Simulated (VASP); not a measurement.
Input of a VASP 6.6.1 run:

INCAR

```
SYSTEM = FeO
PREC = Accurate
ENCUT = 520
EDIFF = 1E-7
ISMEAR = 0
SIGMA = 0.025
LREAL = .False.
LASPH = .True.
NELM = 150
ALGO = Normal
ISIF = 2
LWAVE = .False.
LCHARG = .True.
ISPIN = 2
MAGMOM = 4.5 0
LORBIT = 11
LMAXMIX = 4
GGA = PE
LELF = .True.
LVHAR = .True.
NBANDS = 18
```

Contents of KPOINTS:

```
regular mesh
0
Gamma
  10 10 10
  0 0 0
```

File POSCAR:

```
FeO
1.0
    1.5188200000      0.8768900000      2.5195800000
   -1.5188200000      0.8768900000      2.5195800000
    0.0000000000     -1.7537800000      2.5195800000
Fe O
1 1
Direct
    0.0000000000      0.0000000000      0.0000000000
    0.5000000000      0.5000000000      0.5000000000
```

Potentials or basis: VASP PAW PBE potentials, release 64 (Fe, O).

The run is started by

```sh
$ cat potpaw_PBE.64/Fe/POTCAR potpaw_PBE.64/O/POTCAR > POTCAR
$ mpirun -np 1 vasp_std > vasp.out
```

(1) Estimate the site moments.

(2) What does it give for the pressure?

## Answers

(1) Fe +3.62; O +0.30 μB.

(2) -1.2 GPa.

Caveat: a cell with one magnetic atom can't hold antiferromagnetic order, which such compounds often take.
